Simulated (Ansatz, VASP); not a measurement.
# BN in VASP and in Ansatz

```
B N
1.0
     0.00000    1.79100    1.79100
     1.79100    0.00000    1.79100
     1.79100    1.79100    0.00000
B N
1 1
Direct
  0.00000 0.00000 0.00000
  0.25000 0.25000 0.25000
```

Alike in both runs: task single point; functional LDA; k mesh 8 × 8 × 8; occupations gaussian, width 0.02 eV; no spin polarisation.

|  | VASP | Ansatz |
| --- | --- | --- |
| version | VASP 6.6.1 | Ansatz 0.2.0 |
| potentials or method | VASP PAW LDA potentials, release 64 (B, N), cutoff 600 eV | scalar-relativistic, plane waves, PAW |
| valence electrons in the cell | 8 | 8 |

```tsv
	VASP	Ansatz	Ansatz less VASP
gap on the k mesh at the Fermi level (eV)	4.38	4.39	+0.014
least direct gap on the mesh (eV)	8.81	8.82	+0.010
pressure (GPa)	0.3	-0.5	-0.75
```

LDA's correlation is that of Perdew and Zunger in VASP and of Perdew and Wang (1992) in Ansatz.
